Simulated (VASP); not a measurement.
# InP: single point with LDA

The system is InP.

```xyz
2
Lattice="0.0000 2.8881 2.8881 2.8881 0.0000 2.8881 2.8881 2.8881 0.0000" Properties=species:S:1:pos:R:3 pbc="T T T"
In    0.0000    0.0000    0.0000
P     4.3322    4.3322    4.3322
```

| Quantity | Value |
| --- | --- |
| Program | VASP 6.6.1 |
| Task | single point |
| Functional | LDA |
| Potentials or basis | VASP PAW LDA potentials, release 64 (In_d, P) |
| Cutoff | 520 eV |
| k mesh | 8 × 8 × 8 |
| Occupations | gaussian, width 0.01 eV |
| Spin | no spin polarisation |

```yaml
Pressure: 2.0 GPa
Band_gap_on_the_k_mesh: 0.75 eV, direct
```

Levels at points of the mesh, in eV from the valence-band top:
```csv
k point,band 7,band 8,band 9,band 10,band 11,band 12
"(0.00, 0.00, 0.00)",0.00,0.00,0.00,0.75,3.96,3.96
"(0.50, 0.00, 0.00)",-6.07,-1.06,-1.06,1.43,4.71,4.71
"(0.50, 0.50, 0.00)",-6.06,-2.51,-2.51,1.52,2.12,9.27
```

Wall time 32 s on 1 thread of AMD EPYC 7571, on a shared host, peak memory 0.12 GiB.

Caveat: spin-orbit coupling is left out, which moves the levels of the heavy elements.
